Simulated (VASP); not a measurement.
Here is a VASP 6.6.1 calculation.

The input INCAR:

```
PREC = Accurate
ENCUT = 520
EDIFF = 1E-8
ISMEAR = -1
SIGMA = 0.01
LREAL = Auto
LASPH = True
NELM = 60
ALGO = Normal
ISIF = 2
LWAVE = False
LCHARG = False
GGA = PE
LEFG = True
NBANDS = 161
LUSENCCL = False
```

File KPOINTS:

```
regular mesh
0
Gamma
  3 3 2
```

Contents of POSCAR:

```
BeCd15S16
1.0
    8.3000000000      0.0000000000      0.0000000000
   -4.1500000000      7.1880108514      0.0000000000
    0.0000000000      0.0000000000     13.4740000000
Be Cd S
1 15 16
Direct
    0.1666666666      0.3333333334      0.0000000000
    0.1666666666      0.3333333334      0.5000000000
    0.1666666666      0.8333333334      0.0000000000
    0.1666666666      0.8333333334      0.5000000000
    0.6666666666      0.3333333334      0.0000000000
    0.6666666666      0.3333333334      0.5000000000
    0.6666666666      0.8333333334      0.0000000000
    0.6666666666      0.8333333334      0.5000000000
    0.3333333334      0.1666666666      0.2500000000
    0.3333333334      0.1666666666      0.7500000000
    0.3333333334      0.6666666666      0.2500000000
    0.3333333334      0.6666666666      0.7500000000
    0.8333333334      0.1666666666      0.2500000000
    0.8333333334      0.1666666666      0.7500000000
    0.8333333334      0.6666666666      0.2500000000
    0.8333333334      0.6666666666      0.7500000000
    0.1666666666      0.3333333334      0.1875000000
    0.1666666666      0.3333333334      0.6875000000
    0.1666666666      0.8333333334      0.1875000000
    0.1666666666      0.8333333334      0.6875000000
    0.6666666666      0.3333333334      0.1875000000
    0.6666666666      0.3333333334      0.6875000000
    0.6666666666      0.8333333334      0.1875000000
    0.6666666666      0.8333333334      0.6875000000
    0.3333333334      0.1666666666      0.4375000000
    0.3333333334      0.1666666666      0.9375000000
    0.3333333334      0.6666666666      0.4375000000
    0.3333333334      0.6666666666      0.9375000000
    0.8333333334      0.1666666666      0.4375000000
    0.8333333334      0.1666666666      0.9375000000
    0.8333333334      0.6666666666      0.4375000000
    0.8333333334      0.6666666666      0.9375000000
```

Potentials or basis: VASP PAW PBE potentials, release 64 (Be, Cd, S).

The run is started by

```bash
$ cat potpaw_PBE.64/Be/POTCAR potpaw_PBE.64/Cd/POTCAR potpaw_PBE.64/S/POTCAR > POTCAR
$ mpirun -np 1 vasp_std > vasp.out
```

(1) What does it give for the band gap on the k mesh?

(2) Estimate the largest force.

Answers

(1) 1.24 eV.

(2) 1.719 eV/Å.

Caveat: without QUAD_EFG the Cq values of the log hold for a quadrupole moment of 1 mb, not for the nuclei.
